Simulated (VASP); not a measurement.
# BiB2Sb3 (Immm) in VASP: notebook

Runs on BiB2Sb3. Level: PBEsol. Tasks: single point, relaxation of cell and atoms.

Program: VASP 6.6.1. These are calculated values, not measurements. Logs are shortened: lines on timing, memory, paths and dates and some standing lists are left out, and cuts for length are marked.

**1. The cell of the first run**

Symmetry: Immm, No. 71, orthorhombic system. Conventional cell: a = 3.494 Å, b = 5.954 Å, c = 12.161 Å, α = 90.00°, β = 90.00°, γ = 90.00°. Within 4.0 Å of Bi (site symmetry mmm) lie 6 Sb at 2.98 to 3.26 Å and 2 Bi at 3.49 Å and 8 B at 3.91 Å. Within 3.2 Å of B (site symmetry mm2) lie 6 Sb at 2.30 to 3.11 Å. Sb (site symmetry mmm) has 4 B at 2.54 Å and 2 Bi at 2.98 Å and 4 Sb at 3.33 to 3.49 Å within 3.5 Å. Sb (site symmetry mm2) has 4 B at 2.30 to 3.11 Å and 2 Bi at 3.26 Å and 7 Sb at 3.33 to 3.50 Å within 3.6 Å.

**2. Single point, PBEsol**

INCAR

```
SYSTEM = BiB2Sb3
ALGO = Normal ; EDIFF = 1E-7
ENCUT = 520 ; GGA = PS
ISIF = 2 ; ISMEAR = -1
LASPH = .TRUE. ; LCHARG = .FALSE.
LREAL = .FALSE. ; LWAVE = .FALSE.
NBANDS = 27 ; NELM = 60
PREC = Accurate ; SIGMA = 0.03
```

KPOINTS

```
k-points
0
G
  6 6 6
  0 0 0
```

POSCAR

```
BiB2Sb3
1.0
   -1.7470711858      2.9770181388      6.0805901975
    1.7470711858     -2.9770181388      6.0805901975
    1.7470711858      2.9770181388     -6.0805901975
Bi B Sb
1 2 3
Direct
    0.0000000000      0.0000000000      0.0000000000
    0.6513708946      0.6513708946      0.0000000000
    0.3486291054      0.3486291054      0.0000000000
    0.5000000000      0.0000000000      0.5000000000
    0.2260409328      0.7260409328      0.5000000000
    0.7739590672      0.2739590672      0.5000000000
```

Potentials or basis: VASP PAW PBE potentials, release 64 (Bi_d, B, Sb).

Launch:

```bash
> cat potpaw_PBE.64/Bi_d/POTCAR potpaw_PBE.64/B/POTCAR potpaw_PBE.64/Sb/POTCAR > POTCAR
> mpirun -np 1 vasp_std > vasp.out
```

OUTCAR:

```text
SYSTEM = BiB2Sb3
   EDIFF = 1E-7
   ENCUT = 520
   GGA = PS
   ISIF = 2
   ISMEAR = -1
   LASPH = .TRUE.
   LREAL = .FALSE.
   NELM = 60
   PREC = Accurate

 ion  position               nearest neighbor table
   1  0.000  0.000  0.000-   4 2.98   4 2.98   6 3.26   5 3.26   6 3.26   5 3.26
   2  0.651  0.651  0.000-   6 2.30   6 2.30   4 2.54   4 2.54
   3  0.349  0.349  0.000-   5 2.30   5 2.30   4 2.54   4 2.54
   4  0.500  0.000  0.500-   3 2.54   2 2.54   2 2.54   3 2.54   1 2.98   1 2.98   6 3.33   5 3.33

   5  0.226  0.726  0.500-   3 2.30   3 2.30   1 3.26   1 3.26   4 3.33   6 3.50   6 3.50   6 3.50
                             6 3.50
   6  0.774  0.274  0.500-   2 2.30   2 2.30   1 3.26   1 3.26   4 3.33   5 3.50   5 3.50   5 3.50
                             5 3.50

  LATTYP: Found a body centered orthorhombic cell.
 ALAT       =     3.4941423716
 B/A-ratio  =     1.7040050589
 C/A-ratio  =     3.4804478758

  Lattice vectors:

 A1 = (  -1.7470711858,   2.9770181388,   6.0805901975)
 A2 = (   1.7470711858,  -2.9770181388,   6.0805901975)
 A3 = (   1.7470711858,   2.9770181388,  -6.0805901975)

Analysis of symmetry for initial positions (statically):
=====================================================================
 Subroutine PRICEL returns:
 Original cell was already a primitive cell.

 Routine SETGRP: Setting up the symmetry group for a
 body centered orthorhombic supercell.

 Subroutine GETGRP returns: Found  8 space group operations
 (whereof  8 operations were pure point group operations)
 out of a pool of  8 trial point group operations.

The static configuration has the point symmetry D_2h.

Analysis of symmetry for dynamics (positions and initial velocities):
=====================================================================
 Subroutine PRICEL returns:
 Original cell was already a primitive cell.

 Routine SETGRP: Setting up the symmetry group for a
 body centered orthorhombic supercell.

 Subroutine GETGRP returns: Found  8 space group operations
 (whereof  8 operations were pure point group operations)
 out of a pool of  8 trial point group operations.

The dynamic configuration has the point symmetry D_2h.

 Subroutine INISYM returns: Found  8 space group operations
 (whereof  8 operations are pure point group operations),
 and found     1 'primitive' translations

----------------------------------------------------------------------------------------

                                     Primitive cell

  volume of cell :     126.5021

  direct lattice vectors                    reciprocal lattice vectors
    -1.747071186  2.977018139  6.080590198     0.000000000  0.167953293  0.082228860
     1.747071186 -2.977018139  6.080590198     0.286193261  0.000000000  0.082228860
     1.747071186  2.977018139 -6.080590198     0.286193261  0.167953293  0.000000000

  length of vectors
     6.992029167  6.992029167  6.992029167     0.187002391  0.297772007  0.331835639

  position of ions in fractional coordinates (direct lattice)
     0.000000000  0.000000000  0.000000000
     0.651370895  0.651370895  0.000000000
     0.348629105  0.348629105  0.000000000
     0.500000000  0.000000000  0.500000000
     0.226040933  0.726040933  0.500000000
     0.773959067  0.273959067  0.500000000

  ion indices of the primitive-cell ions
   primitive index   ion index
                 1           1
                 2           2
                 3           3
                 4           4
                 5           5
                 6           6

----------------------------------------------------------------------------------------

 KPOINTS: k-points

Automatic generation of k-mesh.
 Grid dimensions read from file:
 generate k-points for:    6    6    6

 Generating k-lattice:

  Cartesian coordinates                     Fractional coordinates (reciprocal lattice)
     0.000000000  0.027992216  0.013704810     0.166666667  0.000000000  0.000000000
     0.047698877  0.000000000  0.013704810     0.000000000  0.166666667 -0.000000000
     0.047698877  0.027992216  0.000000000     0.000000000 -0.000000000  0.166666667

  Length of vectors
     0.031167065  0.049628668  0.055305940

  Shift w.r.t. Gamma in fractional coordinates (k-lattice)
     0.000000000  0.000000000  0.000000000

 Subroutine IBZKPT returns following result:
 ===========================================

 Found     46 irreducible k-points:

 Following reciprocal coordinates:
            Coordinates               Weight
  0.000000  0.000000  0.000000      1.000000
  0.166667  0.000000 -0.000000      4.000000
  0.333333  0.000000 -0.000000      4.000000
  0.500000  0.000000  0.000000      2.000000
  0.000000  0.166667  0.000000      4.000000
  0.166667  0.166667 -0.000000      8.000000
[... 16 lines left out ...]
 -0.166667  0.166667  0.166667      2.000000
  0.166667  0.333333  0.166667      4.000000
 [... further k-points ...]
   k-points           NKPTS =     46   k-points in BZ     NKDIM =     46   number of bands    NBANDS=     27
   number of dos      NEDOS =    301   number of ions     NIONS =      6
   total plane-waves  NPLWV = 157464
   dimension x,y,z NGX =    54 NGY =   54 NGZ =   54
   dimension x,y,z NGXF=   108 NGYF=  108 NGZF=  108
   ions per type =               1   2   3
   NGX,Y,Z   is equivalent  to a cutoff of  12.84, 12.84, 12.84 a.u.
   NGXF,Y,Z  is equivalent  to a cutoff of  25.68, 25.68, 25.68 a.u.
 SYSTEM =  BiB2Sb3
   PREC   = accura    normal or accurate (medium, high low for compatibility)
   ISTART =      0    job   : 0-new  1-cont  2-samecut
   ICHARG =      2    charge: 1-file 2-atom 10-const
   ISPIN  =      1    spin polarized calculation?
   LNONCOLLINEAR =      F non collinear calculations
   LSORBIT =      F    spin-orbit coupling
   LASPH  =      T    aspherical Exc in radial PAW
   ENCUT  =  520.0 eV  38.22 Ry    6.18 a.u.  13.00 13.00 13.00*2*pi/ulx,y,z
   NELM   =     60;   NELMIN=  2; NELMDL= -5     # of ELM steps
   EDIFF  = 0.1E-06   stopping-criterion for ELM
   LREAL  =      F    real-space projection
   EDIFFG = 0.1E-05   stopping-criterion for IOM
   NSW    =      0    number of steps for IOM
   IBRION =     -1    ionic relax: 0-MD 1-quasi-New 2-CG
   NFREE  =      0    steps in history (QN), initial steepest desc. (CG)
   ISIF   =      2    stress and relaxation
   ISYM   =      2    0-nonsym 1-usesym 2-fastsym
   POTIM  = 0.5000    time-step for ionic-motion
   TEBEG  =    0.0;   TEEND  =   0.0 temperature during run
   PSTRESS=    0.0 pullay stress
   NELECT =      36.0000    total number of electrons
   NUPDOWN=      -1.0000    fix difference up-down
   EMIN   =  10.00;   EMAX   =-10.00  energy-range for DOS
   EFERMI =   0.00;   METHOD = LEGACY
   ISMEAR =    -1;   SIGMA  =   0.03  broadening in eV -4-tet -1-fermi 0-gaus
   EFERMI_NEDOS =   21; number of points for ismear=-14 and -15
   IALGO  =     38    algorithm
   IMIX   =      4    mixing-type and parameters
     AMIX     =   0.40;   BMIX     =  1.00
     AMIX_MAG =   1.60;   BMIX_MAG =  1.00
  volume/ion in A,a.u.               =      21.08       142.28
  Fermi-wavevector in a.u.,A,eV,Ry     =   1.076820  2.034894 15.776514  1.159541
  Thomas-Fermi vector in A             =   2.212715
   LORBIT       =      0    0 simple, 1 ext, 2 COOP (PROOUT), +10 PAW based schemes
   GGA     = PS    functional components
   LHFCALC =     F    Hartree Fock is set to
   AEXX    =    0.0000 exact exchange contribution
   IVDW    =     0    specifies the selected vdW correction
   LEPSILON=     F    determine dielectric tensor
   LRPA    =     F    only Hartree local field effects (RPA)
 non-spin polarized calculation
  energy-cutoff  :      520.00
  volume of cell :      126.50
 maximum number of plane-waves:      3433
 NGX is ok and might be reduce to    54
   NGX = 25   NGY = 25   NGZ = 25

 number of electron      36.0000001 magnetization

 Free energy of the ion-electron system (eV)
  ---------------------------------------------------
  ext. energy  EPLUGINS =         0.00000000
  ---------------------------------------------------
  free energy    TOTEN  =       -27.29874260 eV

  energy without entropy =      -27.29005951  energy(sigma->0) =      -27.29440105

 E-fermi :   7.9057     XC(G=0): -10.5237

 val. band max:        7.8815412431   @ k =   0.3333   0.1667   0.1667
 cond. band min:       7.9084255110   @ k =   0.5000   0.5000  -0.0000
 fundamental gap:      0.0268842679
 Fermi energy:         7.9057012547

 k-point     1 :       0.0000    0.0000    0.0000
  band No.  band energies     occupation
      1     -15.1520      2.00000
      2     -15.0739      2.00000
      3     -15.0447      2.00000
      4     -15.0367      2.00000
      5     -15.0324      2.00000
      6      -5.6606      2.00000
[... 19 lines left out ...]
     26      13.1009      0.00000
     27      14.1986      0.00000

 k-point     2 :       0.1667    0.0000   -0.0000
  band No.  band energies     occupation
      1     -15.1520      2.00000
      2     -15.0739      2.00000
      3     -15.0449      2.00000
      4     -15.0368      2.00000
      5     -15.0324      2.00000
      6      -5.5279      2.00000
[... 19 lines left out ...]
     26      13.1158      0.00000
     27      13.3791      0.00000

 k-point     3 :       0.3333    0.0000   -0.0000
  band No.  band energies     occupation
      1     -15.1521      2.00000
      2     -15.0739      2.00000
      3     -15.0452      2.00000
      4     -15.0371      2.00000
      5     -15.0324      2.00000
      6      -5.1380      2.00000
[... 19 lines left out ...]
     26      12.2906      0.00000
     27      13.5664      0.00000

 k-point     4 :       0.5000    0.0000    0.0000
  band No.  band energies     occupation
      1     -15.1521      2.00000
      2     -15.0739      2.00000
      3     -15.0454      2.00000
      4     -15.0372      2.00000
      5     -15.0324      2.00000
      6      -4.6440      2.00000
[... 19 lines left out ...]
     26      12.0529      0.00000
     27      13.6174      0.00000
[... 516 lines left out ...]
      4     -15.0417      2.00000
      5     -15.0232      2.00000
      6      -3.5140      2.00000
[... 19 lines left out ...]
     26      13.3586      0.00000
     27      13.9277      0.00000

 k-point    23 :      -0.1667    0.1667    0.1667
  band No.  band energies     occupation
      1     -15.0870      2.00000
      2     -15.0720      2.00000
      3     -15.0714      2.00000
      4     -15.0411      2.00000
      5     -15.0232      2.00000
      6      -4.4604      2.00000
[... 19 lines left out ...]
     26      13.3608      0.00000
     27      13.6473      0.00000

 k-point    24 :       0.1667    0.3333    0.1667
  band No.  band energies     occupation
      1     -15.0851      2.00000
      2     -15.0834      2.00000
      3     -15.0818      2.00000
      4     -15.0403      2.00000
      5     -14.9901      2.00000
      6      -3.1073      2.00000
[... 19 lines left out ...]
     26      12.1309      0.00000
     27      12.7991      0.00000

 [... further k-points ...]
[... 5 lines left out ...]
  --------------------------------------------------------------------------------------
  -------------------------------------------------------------------------------------
  Total        0.2480069     -0.0300353      0.1994626     -0.0000000      0.0000000      0.0000000
  in kB        3.1410624     -0.3804035      2.5262379     -0.0000000      0.0000000      0.0000000
  external PRESSURE =       1.7622989 kB  Pullay stress =       0.0000000 kB

 VOLUME and BASIS-vectors are now :
 -----------------------------------------------------------------------------
  energy-cutoff  :      520.00
  volume of cell :      126.50
      direct lattice vectors                 reciprocal lattice vectors
    -1.747071186  2.977018139  6.080590198     0.000000000  0.167953293  0.082228860
     1.747071186 -2.977018139  6.080590198     0.286193261  0.000000000  0.082228860
     1.747071186  2.977018139 -6.080590198     0.286193261  0.167953293  0.000000000

 POSITION                                       TOTAL-FORCE (eV/Angst)
 -----------------------------------------------------------------------------------
      0.00000      0.00000      0.00000         0.000000     -0.000000      0.000000
      0.00000      0.00000      7.92144        -0.000000     -0.000000     -0.045570
      0.00000      0.00000      4.23974         0.000000      0.000000      0.045570
      0.00000      2.97702      0.00000         0.000000     -0.000000      0.000000
      1.74707      0.00000      2.74892        -0.000000      0.000000     -0.068774
      0.00000      2.97702      3.33167         0.000000      0.000000      0.068774
 -----------------------------------------------------------------------------------
    total drift:                               -0.000000     -0.000000     -0.000000

  FREE ENERGIE OF THE ION-ELECTRON SYSTEM (eV)
  ---------------------------------------------------
  free  energy   TOTEN  =       -27.2987425969 eV

  energy  without entropy=      -27.2900595079  energy(sigma->0) =      -27.29440105
```

Run time: 2.7 min. Hardware: 1 thread of Intel Xeon 6975P-C (Granite Rapids), shared host; peak memory 0.49 GiB.

What came out:

* Free energy: -27.2987 eV
* Pressure: 0.2 GPa
* Largest force: 0.069 eV/Å
* Band gap on the k mesh: zero (bands 18 and 19 overlap by 3.55 eV)

Forces on the atoms (eV/Å):
```
Bi   0.000  0.000  0.000
B    0.000  0.000 -0.046
B    0.000  0.000  0.046
Sb   0.000  0.000  0.000
Sb   0.000  0.000 -0.069
Sb   0.000  0.000  0.069
```

Caveat: the PAW data sets were made with another functional, which shifts forces and pressure a little; spin-orbit coupling is left out, which moves the levels of the heavy elements.

**3. Relaxation of cell and atoms, PBEsol**

This run uses another cell than the first one, of 26.60 Å³/atom.

INCAR

```
ALGO = Normal
EDIFF = 1E-7
EDIFFG = -0.01
ENCUT = 600
GGA = PS
IBRION = 2
ISIF = 3
ISMEAR = -1
LASPH = True
LCHARG = False
LREAL = False
LWAVE = False
NELM = 80
NSW = 100
PREC = Accurate
SIGMA = 0.03
```

KPOINTS

```
k-points
0
Gamma
  6 6 6
```

POSCAR

```
BiB2Sb3
1.0
   -2.1029645600      2.9779013400      6.3720513100
    2.1029645600     -2.9779013400      6.3720513100
    2.1029645600      2.9779013400     -6.3720513100
Bi B Sb
1 2 3
Direct
    0.0000000000      0.0000000000      0.0000000000
    0.6641442600      0.6641442600      0.0000000000
    0.3358557400      0.3358557400      0.0000000000
    0.5000000000      0.0000000000      0.5000000000
    0.1667561500      0.6667561500      0.5000000000
    0.8332438500      0.3332438500      0.5000000000
```

Potentials or basis: VASP PAW PBE potentials, release 64 (Bi_d, B, Sb).

Launch:

```bash
> cat potpaw_PBE.64/Bi_d/POTCAR potpaw_PBE.64/B/POTCAR potpaw_PBE.64/Sb/POTCAR > POTCAR
> mpirun -np 1 vasp_std > vasp.out
```

Wall time 43 min (1 thread of Intel Xeon 6975P-C (Granite Rapids), shared host); peak memory 0.71 GiB.

The run converged. Its results:

```
Free energy                           : -27.3027 eV
Relaxed volume                        : 21.10 Å³/atom
Relaxed cell                          : a = 6.993 Å, b = 6.993 Å, c = 6.993 Å, α = 151.03°, β = 129.65°, γ = 59.14°
Space group after relaxing (to 0.1 Å) : Immm (No. 71)
Energy gained by relaxing             : 542.6 meV/atom
Ionic steps                           : 23
Pressure after relaxing               : 0.0 GPa
Largest force after relaxing          : 0.007 eV/Å
Band gap on the k mesh                : zero (bands 18 and 19 overlap by 3.53 eV)
```

Forces on the atoms (eV/Å):
```
Bi   0.000  0.000  0.000
B    0.000  0.000 -0.007
B    0.000  0.000  0.007
Sb   0.000  0.000  0.000
Sb   0.000  0.000  0.000
Sb   0.000  0.000  0.000
```

The path:
| step | energy change (eV) | largest force (eV/Å) | pressure (GPa) | volume (Å³) |
| --- | --- | --- | --- | --- |
| 1 | 0.0000 | 1.9144 | -8.16 | 159.62 |
| 2 | -1.3403 | 3.1087 | 0.29 | 130.31 |
| 3 | -1.3996 | 3.4293 | 4.44 | 123.45 |
| 4 | -2.2756 | 1.9865 | 6.70 | 117.04 |
| 5 | -2.3857 | 0.2126 | 12.08 | 111.51 |
| 6 | -2.4428 | 0.8952 | 9.59 | 113.59 |
| 7 | -2.9963 | 0.1724 | -2.21 | 129.05 |
| 8 | -2.9987 | 0.2029 | -1.65 | 127.93 |
| 9 | -3.0952 | 0.2444 | -0.49 | 126.57 |
| 10 | -3.1495 | 0.4497 | 1.02 | 124.78 |
| 11 | -3.1800 | 0.3863 | 0.12 | 126.56 |
| 12 | -3.1804 | 0.3803 | 0.03 | 126.76 |
| 13 | -3.2255 | 0.2596 | -0.79 | 127.90 |
| 14 | -3.2295 | 0.2119 | -1.07 | 128.36 |
| 15 | -3.2461 | 0.2054 | 0.72 | 125.81 |
| 16 | -3.2469 | 0.1872 | 0.40 | 126.24 |
| 17 | -3.2549 | 0.0482 | 0.16 | 126.53 |
| 18 | -3.2549 | 0.0582 | 0.17 | 126.51 |
| 19 | -3.2553 | 0.0211 | -0.29 | 127.04 |
| 20 | -3.2556 | 0.0192 | -0.12 | 126.83 |
| 21 | -3.2557 | 0.0113 | 0.01 | 126.60 |
| 22 | -3.2557 | 0.0121 | 0.00 | 126.62 |
| 23 | -3.2558 | 0.0072 | 0.02 | 126.57 |

Final structure:
```
CELL_PARAMETERS angstrom
-1.74900 2.97464 6.08213
1.74900 -2.97464 6.08213
1.74900 2.97464 -6.08213
ATOMIC_POSITIONS crystal
Bi 0.00000 0.00000 0.00000
B 0.65128 0.65128 0.00000
B 0.34872 0.34872 0.00000
Sb 0.50000 0.00000 0.50000
Sb 0.22550 0.72550 0.50000
Sb 0.77450 0.27450 0.50000
```

Levels at points of the mesh, in eV from the Fermi level:
| k point | band 15 | band 16 | band 17 | band 18 | band 19 | band 20 | band 21 | band 22 |
| --- | --- | --- | --- | --- | --- | --- | --- | --- |
| (0.00, 0.00, 0.00) | -1.43 | -1.17 | 0.79 | 1.05 | 1.28 | 1.32 | 3.03 | 3.87 |
| (0.50, 0.00, 0.00) | -0.92 | -0.92 | -0.68 | -0.23 | 0.50 | 2.27 | 2.31 | 2.81 |
| (0.00, 0.50, 0.00) | -2.61 | -2.56 | -2.38 | -2.23 | -0.94 | -0.39 | 1.75 | 2.37 |
| (0.50, 0.50, 0.00) | -2.89 | -0.40 | -0.06 | 0.01 | 0.58 | 0.75 | 0.92 | 1.15 |
| (0.50, 0.50, 0.50) | -2.11 | -0.73 | -0.20 | 2.16 | 2.17 | 2.80 | 3.00 | 3.32 |

Caveat: the volume moved by over 15 % at a fixed basis, so the end points are rough; the PAW data sets were made with another functional, which shifts forces and pressure a little; spin-orbit coupling is left out, which moves the levels of the heavy elements.

The gap in the log of VASP goes by the Fermi energy; the results here count the filled bands.